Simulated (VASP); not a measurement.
A run of VASP 6.6.1 is set up as follows.

Contents of INCAR:

```
SYSTEM = AlNi
ALGO = Normal ; EDIFF = 1E-7
ENCUT = 520 ; GGA = PE
ISIF = 2 ; ISMEAR = 0
ISPIN = 2 ; LASPH = .True.
LCHARG = .False. ; LMAXMIX = 4
LORBIT = 11 ; LREAL = .False.
LWAVE = .False. ; MAGMOM = 1 0
NBANDS = 18 ; NELM = 150
PREC = Accurate ; SIGMA = 0.019000000000000003
```

Contents of KPOINTS:

```
k-points
0
Gamma
  9 9 9
  0 0 0
```

The input POSCAR:

```
AlNi
1.0
    2.8810000000      0.0000000000      0.0000000000
    0.0000000000      2.8810000000      0.0000000000
    0.0000000000      0.0000000000      2.8810000000
Ni Al
1 1
Direct
    0.5000000000      0.5000000000      0.5000000000
    0.0000000000      0.0000000000      0.0000000000
```

Potentials or basis: VASP PAW PBE potentials, release 64 (Ni, Al).

Command:

```console
$ cat potpaw_PBE.64/Ni/POTCAR potpaw_PBE.64/Al/POTCAR > POTCAR
$ mpirun -np 1 vasp_std > vasp.out
```

Problem. Estimate the net moment.

Solution. 0.00 μB per cell.

Problem. Estimate the pressure.

Solution. 1.9 GPa.
